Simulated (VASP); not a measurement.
A run of VASP 6.6.1 is set up as follows.

The input INCAR:

```
PREC     = Accurate       # precision mode
ENCUT    = 520            # plane-wave cutoff, eV
EDIFF    = 1E-6           # SCF threshold, eV
ISMEAR   = 0              # smearing method
SIGMA    = 0.02           # smearing width, eV
LREAL    = False          # projectors in reciprocal space
LASPH    = True           # aspherical terms in the spheres
NELM     = 80             # most SCF steps
ALGO     = Normal         # electronic algorithm
ISIF     = 2              # what is computed and relaxed
LWAVE    = False          # write WAVECAR
LCHARG   = True           # write CHGCAR
GGA      = PE             # functional
LELF     = True           # ELF
LVHAR    = True         
NBANDS   = 10             # bands
```

Contents of KPOINTS:

```
regular mesh
0
Gamma
  9 9 6
```

POSCAR

```
H
1.0
    3.9483043230      0.0000000000      0.0000000000
   -1.9741521615      3.4193318456      0.0000000000
    0.0000000000      0.0000000000      5.1729085400
H
4
Direct
    0.3333333333      0.6666666667      0.1774038063
    0.6666666667      0.3333333333      0.6774038063
    0.6666666667      0.3333333333      0.8225961937
    0.3333333333      0.6666666667      0.3225961937
```

Potentials or basis: VASP PAW PBE potentials, release 64 (H).

Launch:

```sh
$ cat potpaw_PBE.64/H/POTCAR > POTCAR
$ mpirun -np 1 vasp_std > vasp.out
```

Predict the band gap on the k mesh.

9.37 eV, direct.

Estimate the largest force.

0.020 eV/Å.

Forces on the atoms (eV/Å):
```
H    0.000  0.000  0.020
H    0.000  0.000  0.020
H    0.000  0.000 -0.020
H    0.000  0.000 -0.020
```

 A k mesh can miss the band edges.
